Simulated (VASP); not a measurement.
Input of a VASP 6.6.1 run:

The input INCAR:

```
SYSTEM = Cu
PREC = Accurate
ENCUT = 520
EDIFF = 1E-6
ISMEAR = 1
SIGMA = 0.1
LREAL = .False.
LASPH = .True.
NELM = 100
ALGO = Normal
ISIF = 2
LWAVE = .False.
LCHARG = .False.
GGA = PS
NBANDS = 12
```

The input KPOINTS:

```
Automatic mesh
0
Gamma
  15 15 15
  0 0 0
```

Contents of POSCAR:

```
Cu
1.0
   -1.3801034659      1.3801034659      1.3546601347
    1.3801034659     -1.3801034659      1.3546601347
    1.3801034659      1.3801034659     -1.3546601347
Cu
1
Direct
    0.0000000000      0.0000000000      0.0000000000
```

Potentials or basis: VASP PAW PBE potentials, release 64 (Cu).

Launch:

```sh
$ cat potpaw_PBE.64/Cu/POTCAR > POTCAR
$ mpirun -np 1 vasp_std > vasp.out
```

**Question.** Estimate the band gap on the k mesh.

**Answer.** Zero (an odd number of electrons rules out a gap without spin polarisation).

**Question.** What does it give for the pressure?

**Answer.** 20.7 GPa.

Caveat: the cell stands under pressure; the PAW data sets were made with another functional, which shifts forces and pressure a little.
